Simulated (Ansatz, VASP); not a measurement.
# Hg in VASP and in Ansatz

INCAR

```
SYSTEM = Hg
  PREC = Accurate
  ENCUT = 520
  EDIFF = 1E-7
  ISMEAR = 1
  SIGMA = 0.1
  LREAL = .False.
  LASPH = .True.
  NELM = 80
  ALGO = Fast
  ISIF = 2
  LWAVE = .False.
  LCHARG = .True.
  GGA = PE
  LELF = .True.
  LVHAR = .True.
  NBANDS = 12
```

KPOINTS

```
Automatic mesh
0
Gamma
  10 10 10
  0 0 0
```

The input POSCAR:

```
Hg
1.0
   -1.8767364354      1.8767364354      1.9168448550
    1.8767364354     -1.8767364354      1.9168448550
    1.8767364354      1.8767364354     -1.9168448550
Hg
1
Direct
    0.5000000000      0.5000000000      0.0000000000
```

Contents of input.yaml:

```yaml
crystal:
  lattice:
    - [-1.8767364354, 1.8767364354, 1.916844855]
    - [1.8767364354, -1.8767364354, 1.916844855]
    - [1.8767364354, 1.8767364354, -1.916844855]
  atoms:
    - { symbol: Hg, position: [0.5, 0.5, 0.0] }
hamiltonian:
  xc: pbe
  pseudopotentials: { kind: paw, source: jth }
kpoints:
  mp_grid: { grid: [10, 10, 10] }
scf:
  occupations: { method: methfessel_paxton, width: 0.1 }
  n_extra_bands: 6
output:
  forces: true
  stress: true
  eigenvalues: true
  dos: { projected: false, de: 0.05, nscf_kmesh: { grid: [15, 15, 15] } }
```

Alike in both runs: functional PBE; k mesh 10 × 10 × 10; occupations methfessel-paxton of order 1, width 0.1 eV; no spin polarisation.

|  | VASP | Ansatz |
| --- | --- | --- |
| version | VASP 6.6.1 | Ansatz 0.2.0 |
| potentials or method | VASP PAW PBE potentials, release 64 (Hg) | JTH PAW |
| plane-wave cutoff (eV) | 520 | 870 |
| valence electrons in the cell | 12 | 12 |
| task | single point | density of states |

|  | VASP | Ansatz | Ansatz less VASP |
| --- | --- | --- | --- |
| gap on the k mesh at the Fermi level (eV) | none | none | - |
| pressure (GPa) | 1.6 | 1.6 | -0.09 |
| traceless stress, the component that is largest in VASP (GPa) | 0.09 | 0.09 | -0.007 |

A gap of «none» marks a metal or a gap that the smearing closes.

Neither program's run includes spin-orbit coupling.
